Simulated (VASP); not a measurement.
# As (I4_1/amd) in VASP: a series of runs, part 2 of 2

VASP 6.6.1.

### 3 Single point, PBE (18.27 Å³/atom)

Contents of POSCAR:

```
As
1.0
   -2.5842778235      2.5842778235      1.3674947306
    2.5842778235     -2.5842778235      1.3674947306
    2.5842778235      2.5842778235     -1.3674947306
As
2
Direct
   -0.3750000000     -0.1250000000     -0.2500000000
    0.3750000000      0.1250000000      0.2500000000
```

Contents of INCAR.step1:

```
SYSTEM = As
PREC     = Accurate       ! precision mode
ENCUT    = 520            ! plane-wave cutoff, eV
EDIFF    = 1E-6           ! SCF threshold, eV
ISMEAR   = -1             ! smearing method
SIGMA    = 0.1            ! smearing width, eV
LREAL    = .False.        ! projectors in reciprocal space
LASPH    = .True.         ! aspherical terms in the spheres
NELM     = 60             ! most SCF steps
ALGO     = Normal         ! electronic algorithm
ISIF     = 2              ! what is computed and relaxed
LWAVE    = .False.        ! write WAVECAR
LCHARG   = .True.         ! write CHGCAR
GGA      = PE             ! functional
NBANDS   = 12             ! bands
```

Contents of KPOINTS.step1:

```
Automatic mesh
0
Gamma
  17 17 17
  0 0 0
```

Contents of INCAR.step2:

```
SYSTEM = As
PREC     = Accurate       ! precision mode
ENCUT    = 520            ! plane-wave cutoff, eV
EDIFF    = 1E-6           ! SCF threshold, eV
ISMEAR   = -5             ! smearing method
SIGMA    = 0.1            ! smearing width, eV
LREAL    = .False.        ! projectors in reciprocal space
LASPH    = .True.         ! aspherical terms in the spheres
NELM     = 60             ! most SCF steps
ALGO     = Normal         ! electronic algorithm
ISIF     = 2              ! what is computed and relaxed
LWAVE    = .False.        ! write WAVECAR
LCHARG   = .False.        ! write CHGCAR
GGA      = PE             ! functional
LORBIT   = 10             ! projections on sites
NEDOS    = 2001           ! points of the DOS
ICHARG   = 11             ! starting density
```

Contents of KPOINTS.step2:

```
Automatic mesh
0
Gamma
  26 26 26
  0 0 0
```

Potentials or basis: VASP PAW PBE potentials, release 64 (As).

Run with:

```
> cat potpaw_PBE.64/As/POTCAR > POTCAR
> cp INCAR.step1 INCAR
> cp KPOINTS.step1 KPOINTS
> mpirun -np 1 vasp_std > vasp.out
> cp INCAR.step2 INCAR
> cp KPOINTS.step2 KPOINTS
> mpirun -np 1 vasp_std > vasp.out
```

Run time: 5.7 min. Hardware: 1 thread of Intel Xeon Platinum 8259CL at 2.50GHz (Skylake/Cascade Lake), shared host; peak memory 0.57 GiB.

Results (log left out):

| Property | Result |
| --- | --- |
| Valence electrons inside the program's atomic spheres | As 2.70 |

Levels at points of the mesh, in eV from the Fermi level:
```csv
k point,band 2,band 3,band 4,band 5,band 6,band 7,band 8,band 9
"(0.00, 0.00, 0.00)",-8.11,-4.47,-4.47,2.22,4.58,4.58,5.58,5.77
"(0.50, 0.00, 0.00)",-8.87,-5.44,-4.19,-3.30,0.97,1.08,2.68,7.01
"(0.50, 0.50, 0.00)",-13.23,-1.71,-1.71,-0.80,-0.80,5.32,5.32,9.99
"(0.50, 0.50, 0.50)",-12.06,-7.56,-7.56,4.28,4.28,7.27,7.27,12.74
```

### 4 Single point, PBE

This run uses another cell than the first one, of 20.30 Å³/atom.

Contents of POSCAR:

```
As
1.0
   -2.6720496982      2.6720496982      1.4212565878
    2.6720496982     -2.6720496982      1.4212565878
    2.6720496982      2.6720496982     -1.4212565878
As
2
Direct
   -0.3750000000     -0.1250000000     -0.2500000000
    0.3750000000      0.1250000000      0.2500000000
```

Contents of INCAR.step1:

```
PREC = Accurate ; ENCUT = 520
EDIFF = 1E-7 ; ISMEAR = -1
SIGMA = 0.1 ; LREAL = F
LASPH = T ; NELM = 100
ALGO = Normal ; ISIF = 2
LWAVE = F ; LCHARG = T
GGA = PE ; NBANDS = 12
```

Contents of KPOINTS.step1:

```
Automatic mesh
0
Gamma
  17 17 17
```

Contents of INCAR.step2:

```
PREC = Accurate ; ENCUT = 520
EDIFF = 1E-7 ; ISMEAR = -5
SIGMA = 0.1 ; LREAL = F
LASPH = T ; NELM = 100
ALGO = Normal ; ISIF = 2
LWAVE = F ; LCHARG = F
GGA = PE ; LORBIT = 11
NBANDS = 12 ; NEDOS = 2001
ICHARG = 11
```

Contents of KPOINTS.step2:

```
Automatic mesh
0
Gamma
  26 26 26
```

Potentials or basis: VASP PAW PBE potentials, release 64 (As).

Run with:

```
> cat potpaw_PBE.64/As/POTCAR > POTCAR
> cp INCAR.step1 INCAR
> cp KPOINTS.step1 KPOINTS
> mpirun -np 1 vasp_std > vasp.out
> cp INCAR.step2 INCAR
> cp KPOINTS.step2 KPOINTS
> mpirun -np 1 vasp_std > vasp.out
```

OUTCAR:

```text
PREC = Accurate
   ENCUT = 520
   EDIFF = 1E-7
   ISMEAR = -5
   LREAL = F
   LASPH = T
   NELM = 100
   ISIF = 2
   GGA = PE
   LORBIT = 11
   ICHARG = 11

 ion  position               nearest neighbor table
   1  0.625  0.875  0.750-   2 2.76   2 2.76   2 2.76   2 2.76
   2  0.375  0.125  0.250-   1 2.76   1 2.76   1 2.76   1 2.76

  LATTYP: Found a body centered tetragonal cell.
 ALAT       =     5.3440993964
 C/A-ratio  =     0.5318975125

  Lattice vectors:

 A1 = (  -2.6720496982,   2.6720496982,   1.4212565878)
 A2 = (   2.6720496982,  -2.6720496982,   1.4212565878)
 A3 = (   2.6720496982,   2.6720496982,  -1.4212565878)

Analysis of symmetry for initial positions (statically):
=====================================================================
 Subroutine PRICEL returns:
 Original cell was already a primitive cell.

 Routine SETGRP: Setting up the symmetry group for a
 body centered tetragonal supercell.

 Subroutine GETGRP returns: Found 16 space group operations
 (whereof  4 operations were pure point group operations)
[... 179 lines left out ...]
      4       1.8677      2.00000
      5       8.5170      0.00000
      6       9.9578      0.00000
      7       9.9578      0.00000
      8      10.6761      0.00000
      9      10.8124      0.00000
     10      15.0748      0.00000
     11      16.0319      0.00000
     12      16.9510      0.00000
[... 331 lines left out ...]
 k-point    24 :       0.3846    0.0385    0.0000
  band No.  band energies     occupation
      1      -5.5502      2.00000
      2      -2.3805      2.00000
      3       1.1615      2.00000
      4       2.4788      2.00000
      5       2.8913      2.00000
      6       6.2943     -0.07370
      7       7.4682      0.00000
      8       8.0921      0.00000
      9      12.1893      0.00000
     10      14.0288      0.00000
     11      15.4162      0.00000
     12      16.5937      0.00000

 [... further k-points ...]
[... 5 lines left out ...]
  --------------------------------------------------------------------------------------
  -------------------------------------------------------------------------------------
  Total        0.0341384      0.0341384     -0.0290804     -0.0000000      0.0000000      0.0000000
  in kB        1.3475126      1.3475126     -1.1478610     -0.0000000      0.0000000      0.0000000
  external PRESSURE =       0.5157214 kB  Pullay stress =       0.0000000 kB

 VOLUME and BASIS-vectors are now :
 -----------------------------------------------------------------------------
  energy-cutoff  :      520.00
  volume of cell :       40.59
      direct lattice vectors                 reciprocal lattice vectors
    -2.672049698  2.672049698  1.421256588     0.000000000  0.187122268  0.351801360
     2.672049698 -2.672049698  1.421256588     0.187122268  0.000000000  0.351801360
     2.672049698  2.672049698 -1.421256588     0.187122268  0.187122268  0.000000000

 POSITION                                       TOTAL-FORCE (eV/Angst)
 -----------------------------------------------------------------------------------
      2.67205      1.33602      1.06594        -0.000000     -0.000000      0.000000
      0.00000      1.33602      0.35531         0.000000      0.000000     -0.000000
 -----------------------------------------------------------------------------------
    total drift:                                0.000000     -0.000000      0.000000

  FREE ENERGIE OF THE ION-ELECTRON SYSTEM (eV)
  ---------------------------------------------------
  free  energy   TOTEN  =        -8.8833717604 eV

  energy  without entropy=       -8.8833717604  energy(sigma->0) =       -8.88337176

 total charge

# of ion       s       p       d       tot
------------------------------------------
    1        1.326   1.263   0.047   2.636
    2        1.326   1.263   0.047   2.636
--------------------------------------------------
tot          2.652   2.527   0.093   5.273
```

It took 6.8 min on 1 thread of Intel Xeon Platinum 8259CL at 2.50GHz (Skylake/Cascade Lake), shared host; peak memory 0.69 GiB.

What came out:

| Item | Value |
| --- | --- |
| Valence electrons inside the program's atomic spheres | As 2.64 |
